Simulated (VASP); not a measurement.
# TlBr (Pm-3m) in VASP: notebook

Runs on TlBr. Level: PBE+D3(BJ). Tasks: single point, relaxation of cell and atoms.

Everything below comes from runs of VASP 6.6.1. Logs are shortened: lines on timing, memory, paths and dates and some standing lists are left out, and cuts for length are marked.

### 1 The cell of the first run

Symmetry: Pm-3m, No. 221, cubic system. Conventional cell: a = 3.642 Å, b = 3.642 Å, c = 3.642 Å, α = 90.00°, β = 90.00°, γ = 90.00°. Tl (site symmetry m-3m) has 8 Br at 3.15 Å and 6 Tl at 3.64 Å within 4.2 Å. Within 4.2 Å of Br (site symmetry m-3m) lie 8 Tl at 3.15 Å and 6 Br at 3.64 Å.

### 2 Single point, PBE+D3(BJ)

INCAR

```
SYSTEM = TlBr
ALGO = Normal ; EDIFF = 1E-6
ENCUT = 500 ; GGA = PE
GGA_COMPAT = .FALSE. ; ISIF = 2
ISMEAR = 0 ; IVDW = 12
LASPH = .TRUE. ; LCHARG = .TRUE.
LELF = .TRUE. ; LREAL = .FALSE.
LVHAR = .TRUE. ; LWAVE = .FALSE.
NBANDS = 17 ; NELM = 120
PREC = Accurate ; SIGMA = 0.01
```

KPOINTS

```
k-points
0
G
  8 8 8
  0 0 0
```

POSCAR

```
TlBr
1.0
    3.6424967022      0.0000000000      0.0000000000
    0.0000000000      3.6424967022      0.0000000000
    0.0000000000      0.0000000000      3.6424967022
Tl Br
1 1
Direct
    0.0000000000      0.0000000000      0.0000000000
    0.5000000000      0.5000000000      0.5000000000
```

Potentials or basis: VASP PAW PBE potentials, release 64 (Tl_d, Br).

On the command line:

```console
$ cat potpaw_PBE.64/Tl_d/POTCAR potpaw_PBE.64/Br/POTCAR > POTCAR
$ mpirun -np 1 vasp_std > vasp.out
```

OUTCAR:

```text
SYSTEM = TlBr
   EDIFF = 1E-6
   ENCUT = 500
   GGA = PE
   ISIF = 2
   ISMEAR = 0
   IVDW = 12
   LASPH = .TRUE.
   LREAL = .FALSE.
   NELM = 120
   PREC = Accurate
 IVDW          = 12

 ion  position               nearest neighbor table
   1  0.000  0.000  0.000-   2 3.15   2 3.15   2 3.15   2 3.15   2 3.15   2 3.15   2 3.15   2 3.15

   2  0.500  0.500  0.500-   1 3.15   1 3.15   1 3.15   1 3.15   1 3.15   1 3.15   1 3.15   1 3.15

  LATTYP: Found a simple cubic cell.
 ALAT       =     3.6424967022

  Lattice vectors:

 A1 = (   3.6424967022,   0.0000000000,   0.0000000000)
 A2 = (   0.0000000000,   3.6424967022,   0.0000000000)
 A3 = (   0.0000000000,   0.0000000000,   3.6424967022)

Analysis of symmetry for initial positions (statically):
=====================================================================
 Subroutine PRICEL returns:
 Original cell was already a primitive cell.

 Routine SETGRP: Setting up the symmetry group for a
 simple cubic supercell.

 Subroutine GETGRP returns: Found 48 space group operations
 (whereof 48 operations were pure point group operations)
 out of a pool of 48 trial point group operations.

The static configuration has the point symmetry O_h .

Analysis of symmetry for dynamics (positions and initial velocities):
=====================================================================
 Subroutine PRICEL returns:
 Original cell was already a primitive cell.

 Routine SETGRP: Setting up the symmetry group for a
 simple cubic supercell.

 Subroutine GETGRP returns: Found 48 space group operations
 (whereof 48 operations were pure point group operations)
 out of a pool of 48 trial point group operations.

The dynamic configuration has the point symmetry O_h .

 Subroutine INISYM returns: Found 48 space group operations
 (whereof 48 operations are pure point group operations),
 and found     1 'primitive' translations

----------------------------------------------------------------------------------------

                                     Primitive cell

  volume of cell :      48.3279

  direct lattice vectors                    reciprocal lattice vectors
     3.642496702  0.000000000  0.000000000     0.274536968  0.000000000  0.000000000
     0.000000000  3.642496702  0.000000000     0.000000000  0.274536968  0.000000000
     0.000000000  0.000000000  3.642496702     0.000000000  0.000000000  0.274536968

  length of vectors
     3.642496702  3.642496702  3.642496702     0.274536968  0.274536968  0.274536968

  position of ions in fractional coordinates (direct lattice)
     0.000000000  0.000000000  0.000000000
     0.500000000  0.500000000  0.500000000

  ion indices of the primitive-cell ions
   primitive index   ion index
                 1           1
                 2           2

----------------------------------------------------------------------------------------

 KPOINTS: k-points

Automatic generation of k-mesh.
 Grid dimensions read from file:
 generate k-points for:    8    8    8

 Generating k-lattice:

  Cartesian coordinates                     Fractional coordinates (reciprocal lattice)
     0.034317121  0.000000000  0.000000000     0.125000000  0.000000000  0.000000000
     0.000000000  0.034317121  0.000000000     0.000000000  0.125000000  0.000000000
     0.000000000  0.000000000  0.034317121     0.000000000  0.000000000  0.125000000

  Length of vectors
     0.034317121  0.034317121  0.034317121

  Shift w.r.t. Gamma in fractional coordinates (k-lattice)
     0.000000000  0.000000000  0.000000000

 Subroutine IBZKPT returns following result:
 ===========================================

 Found     35 irreducible k-points:

 Following reciprocal coordinates:
            Coordinates               Weight
  0.000000  0.000000  0.000000      1.000000
  0.125000  0.000000  0.000000      6.000000
  0.250000  0.000000  0.000000      6.000000
  0.375000  0.000000  0.000000      6.000000
  0.500000  0.000000  0.000000      3.000000
  0.125000  0.125000  0.000000     12.000000
[... 16 lines left out ...]
  0.375000  0.375000  0.125000     24.000000
  0.500000  0.375000  0.125000     24.000000
 [... further k-points ...]
   k-points           NKPTS =     35   k-points in BZ     NKDIM =     35   number of bands    NBANDS=     17
   number of dos      NEDOS =    301   number of ions     NIONS =      2
   total plane-waves  NPLWV =  21952
   dimension x,y,z NGX =    28 NGY =   28 NGZ =   28
   dimension x,y,z NGXF=    56 NGYF=   56 NGZF=   56
   ions per type =               1   1
   NGX,Y,Z   is equivalent  to a cutoff of  12.78, 12.78, 12.78 a.u.
   NGXF,Y,Z  is equivalent  to a cutoff of  25.56, 25.56, 25.56 a.u.
 SYSTEM =  TlBr
   PREC   = accura    normal or accurate (medium, high low for compatibility)
   ISTART =      0    job   : 0-new  1-cont  2-samecut
   ICHARG =      2    charge: 1-file 2-atom 10-const
   ISPIN  =      1    spin polarized calculation?
   LNONCOLLINEAR =      F non collinear calculations
   LSORBIT =      F    spin-orbit coupling
   LASPH  =      T    aspherical Exc in radial PAW
   ENCUT  =  500.0 eV  36.75 Ry    6.06 a.u.   6.64  6.64  6.64*2*pi/ulx,y,z
   NELM   =    120;   NELMIN=  2; NELMDL= -5     # of ELM steps
   EDIFF  = 0.1E-05   stopping-criterion for ELM
   LREAL  =      F    real-space projection
   EDIFFG = 0.1E-04   stopping-criterion for IOM
   NSW    =      0    number of steps for IOM
   IBRION =     -1    ionic relax: 0-MD 1-quasi-New 2-CG
   NFREE  =      0    steps in history (QN), initial steepest desc. (CG)
   ISIF   =      2    stress and relaxation
   ISYM   =      2    0-nonsym 1-usesym 2-fastsym
   POTIM  = 0.5000    time-step for ionic-motion
   TEBEG  =    0.0;   TEEND  =   0.0 temperature during run
   PSTRESS=    0.0 pullay stress
   NELECT =      20.0000    total number of electrons
   NUPDOWN=      -1.0000    fix difference up-down
   EMIN   =  10.00;   EMAX   =-10.00  energy-range for DOS
   EFERMI =   0.00;   METHOD = LEGACY
   ISMEAR =     0;   SIGMA  =   0.01  broadening in eV -4-tet -1-fermi 0-gaus
   EFERMI_NEDOS =   21; number of points for ismear=-14 and -15
   IALGO  =     38    algorithm
   IMIX   =      4    mixing-type and parameters
     AMIX     =   0.40;   BMIX     =  1.00
     AMIX_MAG =   1.60;   BMIX_MAG =  1.00
  volume/ion in A,a.u.               =      24.16       163.07
  Fermi-wavevector in a.u.,A,eV,Ry     =   1.219979  2.305426 20.250212  1.488349
  Thomas-Fermi vector in A             =   2.355212
   LORBIT       =      0    0 simple, 1 ext, 2 COOP (PROOUT), +10 PAW based schemes
   GGA     = PE    functional components
   LHFCALC =     F    Hartree Fock is set to
   AEXX    =    0.0000 exact exchange contribution
   IVDW    =    12    specifies the selected vdW correction
   LEPSILON=     F    determine dielectric tensor
   LRPA    =     F    only Hartree local field effects (RPA)
 non-spin polarized calculation
 Gauss-broadening in eV      SIGMA  =   0.01
  energy-cutoff  :      500.00
  volume of cell :       48.33
 maximum number of plane-waves:      1245
 NGX is ok and might be reduce to    28
   NGX = 13   NGY = 13   NGZ = 13

 number of electron      19.9999995 magnetization

 Free energy of the ion-electron system (eV)
  ---------------------------------------------------
  ext. energy  EPLUGINS =         0.00000000
  ---------------------------------------------------
  free energy    TOTEN  =        -4.95481526 eV

  energy without entropy =       -4.95481526  energy(sigma->0) =       -4.95481526

 E-fermi :   5.9448     XC(G=0): -10.2869

 val. band max:        5.8525440463   @ k =   0.5000   0.0000   0.0000
 cond. band min:       6.5157263981   @ k =   0.5000   0.5000   0.5000
 fundamental gap:      0.6631823518
 Fermi energy:         5.9448189052

 k-point     1 :       0.0000    0.0000    0.0000
  band No.  band energies     occupation
      1      -9.9548      2.00000
      2      -5.2286      2.00000
      3      -5.2286      2.00000
      4      -4.8495      2.00000
      5      -4.8495      2.00000
      6      -4.8495      2.00000
[... 9 lines left out ...]
     16      19.4936      0.00000
     17      19.4937      0.00000

 k-point     2 :       0.1250    0.0000    0.0000
  band No.  band energies     occupation
      1      -9.8834      2.00000
      2      -5.2241      2.00000
      3      -5.1905      2.00000
      4      -4.8739      2.00000
      5      -4.8739      2.00000
      6      -4.8475      2.00000
[... 9 lines left out ...]
     16      19.2288      0.00000
     17      19.2390      0.00000

 k-point     3 :       0.2500    0.0000    0.0000
  band No.  band energies     occupation
      1      -9.6998      2.00000
      2      -5.2132      2.00000
      3      -5.1060      2.00000
      4      -4.9315      2.00000
      5      -4.9315      2.00000
      6      -4.8425      2.00000
[... 9 lines left out ...]
     16      17.9516      0.00000
     17      19.3459      0.00000

 k-point     4 :       0.3750    0.0000    0.0000
  band No.  band energies     occupation
      1      -9.4968      2.00000
      2      -5.2022      2.00000
      3      -5.0390      2.00000
      4      -4.9875      2.00000
      5      -4.9875      2.00000
      6      -4.8375      2.00000
[... 9 lines left out ...]
     16      17.8088      0.00000
     17      19.2424      0.00000

 k-point     5 :       0.5000    0.0000    0.0000
  band No.  band energies     occupation
      1      -9.4057      2.00000
      2      -5.1976      2.00000
      3      -5.0198      2.00000
      4      -5.0102      2.00000
      5      -5.0102      2.00000
      6      -4.8354      2.00000
[... 9 lines left out ...]
     16      19.1999      0.00000
     17      20.8160      0.00000

 k-point     6 :       0.1250    0.1250    0.0000
  band No.  band energies     occupation
      1      -9.8165      2.00000
      2      -5.2037      2.00000
      3      -5.1665      2.00000
      4      -4.8938      2.00000
      5      -4.8768      2.00000
      6      -4.8649      2.00000
[... 9 lines left out ...]
     16      18.2261      0.00000
     17      18.2370      0.00000

 k-point     7 :       0.2500    0.1250    0.0000
  band No.  band energies     occupation
      1      -9.6454      2.00000
      2      -5.1872      2.00000
      3      -5.0827      2.00000
      4      -4.9369      2.00000
      5      -4.9273      2.00000
      6      -4.8624      2.00000
[... 9 lines left out ...]
     16      17.9122      0.00000
     17      17.9443      0.00000

 k-point     8 :       0.3750    0.1250    0.0000
  band No.  band energies     occupation
      1      -9.4583      2.00000
      2      -5.1749      2.00000
      3      -5.0125      2.00000
      4      -4.9804      2.00000
      5      -4.9695      2.00000
      6      -4.8559      2.00000
[... 9 lines left out ...]
     16      18.1027      0.00000
     17      18.1394      0.00000
[... 203 lines left out ...]
      1      -9.3409      2.00000
      2      -5.1338      2.00000
      3      -5.0412      2.00000
      4      -4.9601      2.00000
      5      -4.9321      2.00000
      6      -4.8718      2.00000
[... 9 lines left out ...]
     16      17.8443      0.00000
     17      18.3821      0.00000

 k-point    20 :       0.2500    0.2500    0.1250
  band No.  band energies     occupation
      1      -9.4595      2.00000
      2      -5.1056      2.00000
      3      -5.0016      2.00000
      4      -4.9787      2.00000
      5      -4.9298      2.00000
      6      -4.8876      2.00000
[... 9 lines left out ...]
     16      18.2130      0.00000
     17      18.6641      0.00000

 k-point    21 :       0.3750    0.2500    0.1250
  band No.  band energies     occupation
      1      -9.3183      2.00000
      2      -5.0856      2.00000
      3      -5.0238      2.00000
      4      -4.9489      2.00000
      5      -4.8945      2.00000
      6      -4.8772      2.00000
[... 9 lines left out ...]
     16      17.4774      0.00000
     17      18.8509      0.00000

 k-point    22 :       0.5000    0.2500    0.1250
  band No.  band energies     occupation
      1      -9.2570      2.00000
      2      -5.0740      2.00000
      3      -5.0500      2.00000
      4      -4.9343      2.00000
      5      -4.8781      2.00000
      6      -4.8614      2.00000
[... 9 lines left out ...]
     16      17.0065      0.00000
     17      19.3998      0.00000

 k-point    23 :       0.3750    0.3750    0.1250
  band No.  band energies     occupation
      1      -9.2148      2.00000
      2      -5.0549      2.00000
      3      -5.0103      2.00000
      4      -4.9813      2.00000
      5      -4.8551      2.00000
      6      -4.8027      2.00000
[... 9 lines left out ...]
     16      16.8428      0.00000
     17      19.1318      0.00000

 k-point    24 :       0.5000    0.3750    0.1250
  band No.  band energies     occupation
      1      -9.1708      2.00000
      2      -5.0389      2.00000
      3      -5.0218      2.00000
      4      -4.9779      2.00000
      5      -4.8506      2.00000
      6      -4.7602      2.00000
[... 9 lines left out ...]
     16      16.8782      0.00000
     17      19.7419      0.00000

 [... further k-points ...]

------------------------ aborting loop because EDIFF is reached ----------------------------------------

 Edisp (eV)   -0.70980

 E8    (eV) :    -0.3301

  FORCE on cell =-STRESS in cart. coord.  units (eV):
  Direction    XX          YY          ZZ          XY          YZ          ZX
  --------------------------------------------------------------------------------------
  -------------------------------------------------------------------------------------
  Total       3.61067     3.61067     3.61067    -0.00000    -0.00000     0.00000
  in kB     119.70183   119.70183   119.70183    -0.00000    -0.00000     0.00000
  external pressure =      119.70 kB  Pullay stress =        0.00 kB

 VOLUME and BASIS-vectors are now :
 -----------------------------------------------------------------------------
  energy-cutoff  :      500.00
  volume of cell :       48.33
      direct lattice vectors                 reciprocal lattice vectors
     3.642496702  0.000000000  0.000000000     0.274536968  0.000000000  0.000000000
     0.000000000  3.642496702  0.000000000     0.000000000  0.274536968  0.000000000
     0.000000000  0.000000000  3.642496702     0.000000000  0.000000000  0.274536968

 POSITION                                       TOTAL-FORCE (eV/Angst)
 -----------------------------------------------------------------------------------
      0.00000      0.00000      0.00000         0.000000      0.000000      0.000000
      1.82125      1.82125      1.82125         0.000000      0.000000      0.000000
 -----------------------------------------------------------------------------------
    total drift:                               -0.000000      0.000000      0.000000

  FREE ENERGIE OF THE ION-ELECTRON SYSTEM (eV)
  ---------------------------------------------------
  free  energy   TOTEN  =        -5.6646105182 eV

  energy  without entropy=       -5.6646105182  energy(sigma->0) =       -5.66461052
```

It used 29 s of CPU time on 1 thread of AMD EPYC 7R13 Processor (Zen 3) (shared host).

Results:

| Quantity | Value |
| --- | --- |
| Free energy | -5.6646 eV |
| Pressure | 12.0 GPa |
| Band gap on the k mesh | 0.66 eV, indirect (least direct gap 0.99 eV) |
| Dispersion energy per atom | -0.355 eV |

Levels at points of the mesh, in eV from the valence-band top:
```
           k point  band 6  band 7  band 8  band 9  band 10  band 11  band 12  band 13  band 14  band 15
(0.00, 0.00, 0.00)  -10.70   -5.48   -2.78   -2.78    -2.78     5.98     5.98     8.10     8.10     8.10
(0.50, 0.00, 0.00)  -10.69   -7.64   -1.88   -1.88     0.00     0.99     5.34     5.34     6.63    10.54
(0.50, 0.50, 0.00)  -10.57   -5.21   -5.21   -4.65    -1.85     4.96     4.96     7.30     8.06    10.25
(0.50, 0.50, 0.50)  -10.56   -3.48   -3.48   -3.48    -2.89     0.66     0.66     0.66    14.44    14.44
```

Caveat: spin-orbit coupling is left out, which moves the levels of the heavy elements.

### 3 Relaxation of cell and atoms, PBE+D3(BJ), target pressure 12 GPa, at which the enthalpy is minimised

This run uses another cell than the first one, of 31.50 Å³/atom, 1.304 times its volume.

INCAR

```
SYSTEM = TlBr
ALGO     = Normal         ! electronic algorithm
EDIFF    = 1E-7           ! SCF threshold, eV
EDIFFG   = -0.001         ! ionic threshold
ENCUT    = 500            ! plane-wave cutoff, eV
GGA      = PE             ! functional
GGA_COMPAT= .FALSE.      
IBRION   = 2              ! ionic algorithm
ISIF     = 3              ! what is computed and relaxed
ISMEAR   = 0              ! smearing method
IVDW     = 12             ! dispersion correction
LASPH    = .TRUE.         ! aspherical terms in the spheres
LCHARG   = .FALSE.        ! write CHGCAR
LREAL    = .FALSE.        ! projectors in reciprocal space
LWAVE    = .FALSE.        ! write WAVECAR
NELM     = 120            ! most SCF steps
NELMIN   = 4            
NSW      = 80             ! ionic steps
PREC     = Accurate       ! precision mode
PSTRESS  = 120.0        
SIGMA    = 0.01           ! smearing width, eV
```

KPOINTS is that of step 2.

POSCAR

```
TlBr
1.0
    3.9791788306      0.0000000000      0.0000000000
    0.0000000000      3.9791788306      0.0000000000
    0.0000000000      0.0000000000      3.9791788306
Tl Br
1 1
Direct
    0.0000000000      0.0000000000      0.0000000000
    0.5000000000      0.5000000000      0.5000000000
```

Potentials or basis: VASP PAW PBE potentials, release 64 (Tl_d, Br).

On the command line:

```console
$ cat potpaw_PBE.64/Tl_d/POTCAR potpaw_PBE.64/Br/POTCAR > POTCAR
$ mpirun -np 1 vasp_std > vasp.out
```

It used 570 s of CPU time on 1 thread of AMD EPYC 7R13 Processor (Zen 3), on a shared host.

Results (log left out):

```
Free energy                                            : -5.6680 eV
Relaxed volume                                         : 24.16 Å³/atom
Relaxed cell                                           : a = 3.642 Å, b = 3.642 Å, c = 3.642 Å, α = 90.00°, β = 90.00°, γ = 90.00°
Space group after relaxing (to 0.05 Å)                 : Pm-3m (No. 221)
Energy change on relaxing (the enthalpy is what falls) : +206.3 meV/atom
Ionic steps                                            : 15
Pressure after relaxing                                : 12.0 GPa
Band gap on the k mesh                                 : 0.66 eV, indirect (least direct gap 0.99 eV)
Dispersion energy per atom                             : -0.355 eV
```

Step by step:
```csv
step,energy change (eV),largest force (eV/Å),pressure (GPa),volume (Å³)
1,0.0000,0.0000,-0.02,63.01
2,0.8685,0.0000,20.84,43.82
3,0.4141,0.0000,12.03,48.31
4,0.3943,0.0000,11.61,48.58
5,0.3950,0.0000,11.62,48.57
6,0.3972,0.0000,11.67,48.54
7,0.3972,0.0000,11.67,48.54
8,0.3973,0.0000,11.67,48.53
9,0.3975,0.0000,11.67,48.53
10,0.3980,0.0000,11.68,48.53
11,0.3988,0.0000,11.70,48.51
12,0.4005,0.0000,11.74,48.49
13,0.4039,0.0000,11.81,48.44
14,0.4108,0.0000,11.96,48.35
15,0.4127,0.0000,12.00,48.33
```

Final structure:
```cif
data_structure
_symmetry_space_group_name_H-M 'P 1'
_symmetry_Int_Tables_number 1
_cell_length_a 3.6425
_cell_length_b 3.6425
_cell_length_c 3.6425
_cell_angle_alpha 90.000
_cell_angle_beta 90.000
_cell_angle_gamma 90.000
_cell_volume 48.33
loop_
_atom_site_label
_atom_site_type_symbol
_atom_site_fract_x
_atom_site_fract_y
_atom_site_fract_z
_atom_site_occupancy
Tl1 Tl 0.00000 0.00000 0.00000 1
Br1 Br 0.50000 0.50000 0.50000 1
```

Levels at points of the mesh, in eV from the valence-band top:
```csv
k point,band 7,band 8,band 9,band 10,band 11,band 12,band 13,band 14
"(0.00, 0.00, 0.00)",-5.48,-2.78,-2.78,-2.78,5.98,5.98,8.10,8.10
"(0.50, 0.00, 0.00)",-7.64,-1.88,-1.88,0.00,0.99,5.34,5.34,6.63
"(0.50, 0.50, 0.00)",-5.21,-5.21,-4.65,-1.85,4.96,4.96,7.30,8.06
"(0.50, 0.50, 0.50)",-3.48,-3.48,-3.48,-2.89,0.66,0.66,0.66,14.45
```

Caveat: the cell is relaxed towards a set pressure, so the enthalpy falls and the energy may rise; the volume moved by over 15 % at a fixed basis, so the end points are rough; spin-orbit coupling is left out, which moves the levels of the heavy elements.
